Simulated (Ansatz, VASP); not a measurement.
## W: VASP beside Ansatz

Contents of INCAR:

```
ALGO = Fast ; EDIFF = 1E-7
ENCUT = 520 ; GGA = PS
ISIF = 2 ; ISMEAR = 0
LASPH = T ; LCHARG = F
LREAL = F ; LWAVE = F
NBANDS = 13 ; NELM = 80
PREC = Accurate ; SIGMA = 0.15
```

KPOINTS

```
k-points
0
Gamma
  20 20 20
```

File POSCAR:

```
W
1.0
   -1.5334080000      1.5334080000      1.4695160000
    1.5334080000     -1.5334080000      1.4695160000
    1.5334080000      1.5334080000     -1.4695160000
W
1
Direct
    0.0000000000      0.0000000000      0.0000000000
```

Input for Ansatz:

```yaml
crystal:
  lattice:
    - [-1.533408, 1.533408, 1.469516]
    - [1.533408, -1.533408, 1.469516]
    - [1.533408, 1.533408, -1.469516]
  atoms:
    - { symbol: W, position: [0.0, 0.0, 0.0] }
basis:
  ecutwfc: 420
kpoints:
  mp_grid: { grid: [20, 20, 20] }
hamiltonian:
  xc: pbesol
scf:
  occupations: { method: gaussian, width: 0.15 }
output:
  forces: true
  stress: true
  eigenvalues: true
  write_density: true
  write_potential: true
  elf: true
  volumetric_format: npy
```

Change from the starting cell: strain -0.040 along x and y, -0.080 along z, atoms carried along.

Alike in both runs: task single point; functional PBEsol; k mesh 20 × 20 × 20; occupations gaussian, width 0.15 eV; no spin polarisation.

|  | VASP | Ansatz |
| --- | --- | --- |
| version | VASP 6.6.1 | Ansatz 0.2.0 |
| potentials or method | VASP PAW PBE potentials, release 64 (W_sv), cutoff 520 eV | scalar-relativistic, plane waves, PAW |
| valence electrons in the cell | 14 | 14 |

|  | VASP | Ansatz | Ansatz less VASP |
| --- | --- | --- | --- |
| gap on the k mesh at the Fermi level (eV) | none | none | - |
| pressure (GPa) | 55.0 | 53.3 | -1.64 |
| traceless stress, the component that is largest in VASP (GPa) | 13.51 | 13.47 | -0.040 |

VASP's potentials were made for PBE, not for PBEsol. A gap of «none» marks a metal or a gap that the smearing closes. Both programs put the cell under a high pressure, so it lies far from rest at this level. With one functional, cell and mesh, what is left measures potentials, basis and numerics.

Spin-orbit coupling is off throughout.
